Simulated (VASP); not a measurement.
# ScTlBr6 in VASP: single point with LDA

Aim: the single point of ScTlBr6 with LDA.

All numbers are computed with VASP 6.6.1; they aren't measurements. Logs are shortened: lines on timing, memory, paths and dates and some standing lists are left out, and cuts for length are marked.

## (1) The cell of the first run

The cell holds a sublattice, 8 atoms: a = 8.262 Å, b = 8.262 Å, c = 8.262 Å, α = 60.00°, β = 60.00°, γ = 60.00°.

## (2) Single point, LDA, collinear spin

The input, INCAR:

```
SYSTEM = ScTlBr6
PREC = Accurate
ENCUT = 400
EDIFF = 1E-6
ISMEAR = 0
SIGMA = 0.1
LREAL = .FALSE.
LASPH = .TRUE.
NELM = 200
ALGO = Normal
ISIF = 2
LWAVE = .FALSE.
LCHARG = .FALSE.
ISPIN = 2
MAGMOM = 0 0 1 1 1 1 1 1
LORBIT = 11
LMAXMIX = 4
NBANDS = 47
GGA_COMPAT = .FALSE.
```

The input, KPOINTS:

```
Automatic mesh
0
G
  4 4 4
  0 0 0
```

The input, POSCAR:

```
ScTlBr6
1.0
    0.0000000000      5.8422440000      5.8422440000
    5.8422440000      0.0000000000      5.8422440000
    5.8422440000      5.8422440000      0.0000000000
Sc Tl Br
1 1 6
Direct
    0.0000000000      0.0000000000      0.0000000000
    0.5000000000      0.5000000000      0.5000000000
    0.7721460000      0.2278540000      0.2278540000
    0.2278540000      0.2278540000      0.7721460000
    0.2278540000      0.7721460000      0.7721460000
    0.2278540000      0.7721460000      0.2278540000
    0.7721460000      0.2278540000      0.7721460000
    0.7721460000      0.7721460000      0.2278540000
```

Potentials or basis: VASP PAW LDA potentials, release 64 (Sc_sv, Tl_d, Br).

Started as:

```bash
$ cat potpaw_LDA.64/Sc_sv/POTCAR potpaw_LDA.64/Tl_d/POTCAR potpaw_LDA.64/Br/POTCAR > POTCAR
$ mpirun -np 1 vasp_std > vasp.out
```

OUTCAR:

```text
SYSTEM = ScTlBr6
   PREC = Accurate
   ENCUT = 400
   EDIFF = 1E-6
   ISMEAR = 0
   LREAL = .FALSE.
   LASPH = .TRUE.
   NELM = 200
   ISIF = 2
   ISPIN = 2
   LORBIT = 11

 ion  position               nearest neighbor table
   1  0.000  0.000  0.000-   3 2.66   4 2.66   5 2.66   6 2.66   7 2.66   8 2.66
   2  0.500  0.500  0.500-   3 3.18   4 3.18   5 3.18   6 3.18   7 3.18   8 3.18
   3  0.772  0.228  0.228-   1 2.66   2 3.18
   4  0.228  0.228  0.772-   1 2.66   2 3.18
   5  0.228  0.772  0.772-   1 2.66   2 3.18
   6  0.228  0.772  0.228-   1 2.66   2 3.18
   7  0.772  0.228  0.772-   1 2.66   2 3.18
   8  0.772  0.772  0.228-   1 2.66   2 3.18

  LATTYP: Found a face centered cubic cell.
 ALAT       =    11.6844880000

  Lattice vectors:

 A1 = (   0.0000000000,   5.8422440000,   5.8422440000)
 A2 = (   5.8422440000,   0.0000000000,   5.8422440000)
 A3 = (   5.8422440000,   5.8422440000,   0.0000000000)

Analysis of symmetry for initial positions (statically):
=====================================================================
 Subroutine PRICEL returns:
 Original cell was already a primitive cell.

 Routine SETGRP: Setting up the symmetry group for a
 face centered cubic supercell.

 Subroutine GETGRP returns: Found 48 space group operations
 (whereof 48 operations were pure point group operations)
 out of a pool of 48 trial point group operations.

The static configuration has the point symmetry O_h .

Analysis of symmetry for dynamics (positions and initial velocities):
=====================================================================
 Subroutine PRICEL returns:
 Original cell was already a primitive cell.

 Routine SETGRP: Setting up the symmetry group for a
 face centered cubic supercell.

 Subroutine GETGRP returns: Found 48 space group operations
 (whereof 48 operations were pure point group operations)
 out of a pool of 48 trial point group operations.

The dynamic configuration has the point symmetry O_h .

Analysis of structural, dynamic, and magnetic symmetry:
=====================================================================
 Subroutine PRICEL returns:
 Original cell was already a primitive cell.

 Routine SETGRP: Setting up the symmetry group for a
 face centered cubic supercell.

 Subroutine GETGRP returns: Found 48 space group operations
 (whereof 48 operations were pure point group operations)
 out of a pool of 48 trial point group operations.

[... 137 lines left out ...]
  ---------------------------------------------------
  ext. energy  EPLUGINS =         0.00000000
  ---------------------------------------------------
  free energy    TOTEN  =       -27.82624359 eV

  energy without entropy =      -27.73852538  energy(sigma->0) =      -27.78238448

 E-fermi :  -2.7682     XC(G=0):  -6.5852

 val. band max:       -2.7753441612   @ k =  -0.2500   0.5000   0.2500
 cond. band min:      -2.7516605614   @ k =   0.5000   0.0000   0.0000
 fundamental gap:      0.0236835997
 Fermi energy:        -2.7681988396

 spin component 1

 k-point     1 :       0.0000    0.0000    0.0000
  band No.  band energies     occupation
      1     -50.9837      1.00000
      2     -29.9320      1.00000
      3     -29.9320      1.00000
      4     -29.9320      1.00000
      5     -16.1315      1.00000
      6     -15.7982      1.00000
[... 373 lines left out ...]
     44       4.7149      0.00000
     45       4.8544      0.00000
 Fermi energy:        -2.7681988396

 spin component 2

 k-point     1 :       0.0000    0.0000    0.0000
  band No.  band energies     occupation
      1     -50.9908      1.00000
      2     -29.9386      1.00000
      3     -29.9386      1.00000
      4     -29.9386      1.00000
      5     -15.9744      1.00000
      6     -15.6354      1.00000
[... 373 lines left out ...]
     44       4.7514      0.00000
     45       4.8993      0.00000
 [bands above 45 left out]

------------------------ aborting loop because EDIFF is reached ----------------------------------------

  FORCE on cell =-STRESS in cart. coord.  units (eV):
  Direction    XX          YY          ZZ          XY          YZ          ZX
  --------------------------------------------------------------------------------------
  -------------------------------------------------------------------------------------
  Total       -5.7480394     -5.7480394     -5.7480394     -0.0000000     -0.0000000     -0.0000000
  in kB      -23.0919843    -23.0919843    -23.0919843     -0.0000000     -0.0000000     -0.0000000
  external PRESSURE =     -23.0919843 kB  Pullay stress =       0.0000000 kB

 VOLUME and BASIS-vectors are now :
 -----------------------------------------------------------------------------
  energy-cutoff  :      400.00
  volume of cell :      398.81
      direct lattice vectors                 reciprocal lattice vectors
     0.000000000  5.842244000  5.842244000    -0.085583553  0.085583553  0.085583553
     5.842244000  0.000000000  5.842244000     0.085583553 -0.085583553  0.085583553
     5.842244000  5.842244000  0.000000000     0.085583553  0.085583553 -0.085583553

 POSITION                                       TOTAL-FORCE (eV/Angst)
 -----------------------------------------------------------------------------------
      0.00000      0.00000      0.00000        -0.000000      0.000000     -0.000000
      5.84224      5.84224      5.84224         0.000000     -0.000000      0.000000
      2.66236      5.84224      5.84224        -0.367140      0.000000      0.000000
      5.84224      5.84224      2.66236        -0.000000      0.000000     -0.367140
      9.02213      5.84224      5.84224         0.367140      0.000000      0.000000
      5.84224      2.66236      5.84224        -0.000000     -0.367140      0.000000
      5.84224      9.02213      5.84224        -0.000000      0.367140      0.000000
      5.84224      5.84224      9.02213        -0.000000      0.000000      0.367140
 -----------------------------------------------------------------------------------
    total drift:                                0.000000      0.000000      0.000000

  FREE ENERGIE OF THE ION-ELECTRON SYSTEM (eV)
  ---------------------------------------------------
  free  energy   TOTEN  =       -27.8262435907 eV

  energy  without entropy=      -27.7385253770  energy(sigma->0) =      -27.78238448

 total charge

# of ion       s       p       d       tot
------------------------------------------
    1        2.187   6.143   0.942   9.271
    2        1.230   0.160   9.669  11.059
    3        1.618   3.172   0.006   4.796
    4        1.618   3.172   0.006   4.796
    5        1.618   3.172   0.006   4.796
    6        1.618   3.172   0.006   4.796
    7        1.618   3.172   0.006   4.796
    8        1.618   3.172   0.006   4.796
--------------------------------------------------
tot         13.122  25.335  10.649  49.106

 magnetization (x)

# of ion       s       p       d       tot
------------------------------------------
    1       -0.001   0.002  -0.011  -0.009
    2        0.039  -0.001   0.000   0.038
    3        0.003   0.166   0.000   0.169
    4        0.003   0.166   0.000   0.169
    5        0.003   0.166   0.000   0.169
    6        0.003   0.166   0.000   0.169
    7        0.003   0.166   0.000   0.169
    8        0.003   0.166   0.000   0.169
--------------------------------------------------
tot          0.055   0.997  -0.010   1.043
```

OSZICAR:

```text
N       E                     dE             d eps       ncg     rms          rms(c)
DAV:   1     0.516963213453E+03    0.51696E+03   -0.22149E+04  1640   0.941E+02
DAV:   2     0.313976730397E+02   -0.48557E+03   -0.46914E+03  1944   0.252E+02
DAV:   3    -0.283322201864E+02   -0.59730E+02   -0.58827E+02  2153   0.960E+01
DAV:   4    -0.298046670481E+02   -0.14724E+01   -0.14512E+01  1963   0.160E+01
DAV:   5    -0.298539390245E+02   -0.49272E-01   -0.49258E-01  2198   0.347E+00    0.106E+01
DAV:   6    -0.278413734730E+02    0.20126E+01   -0.49270E+00  2064   0.148E+01    0.444E+00
DAV:   7    -0.278588889524E+02   -0.17515E-01   -0.38917E-01  1978   0.244E+00    0.243E+00
DAV:   8    -0.278356536223E+02    0.23235E-01   -0.90272E-02  1935   0.120E+00    0.122E+00
DAV:   9    -0.278260021179E+02    0.96515E-02   -0.13039E-02  2188   0.600E-01    0.366E-01
DAV:  10    -0.278261838804E+02   -0.18176E-03   -0.10479E-03  1860   0.151E-01    0.212E-01
DAV:  11    -0.278261902340E+02   -0.63536E-05   -0.74820E-04  2186   0.148E-01    0.837E-02
DAV:  12    -0.278262299500E+02   -0.39716E-04   -0.92063E-05  2108   0.429E-02    0.305E-02
DAV:  13    -0.278262362145E+02   -0.62645E-05   -0.65598E-06  2000   0.123E-02    0.153E-02
DAV:  14    -0.278262422357E+02   -0.60212E-05   -0.23903E-06  1567   0.763E-03    0.678E-03
DAV:  15    -0.278262434954E+02   -0.12597E-05   -0.11066E-06  1216   0.614E-03    0.293E-03
DAV:  16    -0.278262435907E+02   -0.95286E-07   -0.37874E-07  1032   0.404E-03
   1 F= -.27826244E+02 E0= -.27782384E+02  d E =-.877182E-01  mag=     1.4727
```

Wall time 9.6 min (1 thread of Intel Xeon 8259CL, shared host); peak memory 0.42 GiB.

What came out:

```
Free energy                                           : -27.8262 eV
Pressure                                              : -2.3 GPa
Largest force                                         : 0.367 eV/Å
Net moment                                            : 1.47 μB per cell
Site moments                                          : Sc -0.01; Tl +0.04; Br +0.17 μB
Valence electrons inside the program's atomic spheres : Sc 9.27; Tl 11.06; Br 4.80
```

Forces in eV/Å, atoms in the order of the input:
```
Sc   0.000  0.000  0.000
Tl   0.000  0.000  0.000
Br  -0.367  0.000  0.000
Br   0.000  0.000 -0.367
Br   0.367  0.000  0.000
Br   0.000 -0.367  0.000
Br   0.000  0.367  0.000
Br   0.000  0.000  0.367
```

Caveat: a moment this small can come from the mesh or the smearing; spin-orbit coupling is left out, which moves the levels of the heavy elements.
